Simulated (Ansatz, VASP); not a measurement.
# One calculation of LuAl4Pt, two programs

```
Lu Al Pt
1.0
     4.37478    0.00000    0.00000
    -2.18739    3.78867    0.00000
     0.00000    0.00000    6.33668
Lu Al Pt
1 4 1
Direct
  0.00000 0.00000 0.00000
  0.33333 0.66667 0.72378
  0.33333 0.66667 0.27622
  0.66667 0.33333 0.72378
  0.66667 0.33333 0.27622
  0.00000 0.00000 0.50000
```

Change from the starting cell: species swapped into the TiNbB4 type (P6/mmm, No. 191).

Alike in both runs: functional PBE; k mesh 12 × 12 × 6; occupations gaussian, width 0.1 eV; no spin polarisation.

Ansatz relaxed the structure, and its values are those at the end. VASP's run is a single point on that final structure, the one shown.

```csv
,VASP,Ansatz
version,VASP 6.6.1,Ansatz 0.2.0
potentials or method,"VASP PAW PBE potentials, release 64 (Lu, Al, Pt), cutoff 520 eV","scalar-relativistic, plane waves, PAW"
valence electrons in the cell,47,55
```

```tsv
	VASP	Ansatz	Ansatz less VASP
gap on the k mesh at the Fermi level (eV)	none	none	-
pressure (GPa)	0.0	0.0	-0.03
rms of the force components (eV/Å)	0.006	0.001	-0.0057
```

A gap of «none» marks a metal or a gap that the smearing closes. With one functional, cell and mesh, what is left measures potentials, basis and numerics. VASP's potentials hold 47 valence electrons a cell and Ansatz's 55, so a difference there can come from the potentials and not from the codes.

Neither program's run includes spin-orbit coupling.
